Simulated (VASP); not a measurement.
Wanted: the native input for a VASP 6.6.1 run.

```yaml
Task: relaxation of cell and atoms
Functional: PBEsol
Potentials_or_basis: VASP PAW PBE potentials, release 64 (Al)
Cutoff: 600 eV
k_mesh: 11 × 11 × 11
Occupations: fermi-dirac, width 0.05 eV
Spin: no spin polarisation
Target_pressure: 10 GPa
Dipole_correction: no
Further_INCAR_settings: ALGO = Fast; EDIFF = 1e-06; IBRION = 2; EDIFFG = -0.01; NSW = 60; ISIF = 3
```

The structure of Al lies in POSCAR:

```
Al
1.0
    0.0000000000      2.0248050000      2.0248050000
    2.0248050000      0.0000000000      2.0248050000
    2.0248050000      2.0248050000      0.0000000000
Al
1
Direct
    0.0000000000      0.0000000000      0.0000000000
```

These files were run (other wordings do the same):

INCAR

```
SYSTEM = Al
  PREC = Accurate
  ENCUT = 600
  EDIFF = 1E-6
  ISMEAR = -1
  SIGMA = 0.05
  LREAL = .False.
  LASPH = .True.
  NELM = 100
  ALGO = Fast
  ISIF = 3
  LWAVE = .False.
  LCHARG = .False.
  GGA = PS
  IBRION = 2
  NSW = 60
  EDIFFG = -0.01
  PSTRESS = 100.0
```

KPOINTS

```
regular mesh
0
Gamma
  11 11 11
  0 0 0
```

Potentials or basis: VASP PAW PBE potentials, release 64 (Al).

Launch:

```sh
$ cat potpaw_PBE.64/Al/POTCAR > POTCAR
$ mpirun -np 1 vasp_std > vasp.out
```

Results of the run:

```yaml
Relaxed_volume: 14.71 Å³/atom
Relaxed_cell: a = 2.750 Å, b = 2.750 Å, c = 2.750 Å, α = 60.00°, β = 60.00°, γ = 60.00°
Space_group_after_relaxing_to_0.05_Å: Fm-3m (No. 225)
Energy_change_on_relaxing_the_enthalpy_is_what_falls: +40.7 meV/atom
Ionic_steps: 3
Pressure_after_relaxing: 10.0 GPa
```

Caveat: the cell is relaxed towards a set pressure, so the enthalpy falls and the energy may rise; the PAW data sets were made with another functional, which shifts forces and pressure a little.

Wall time 31 s on 1 thread of AMD EPYC 7R13 (shared host), peak memory 0.11 GiB.
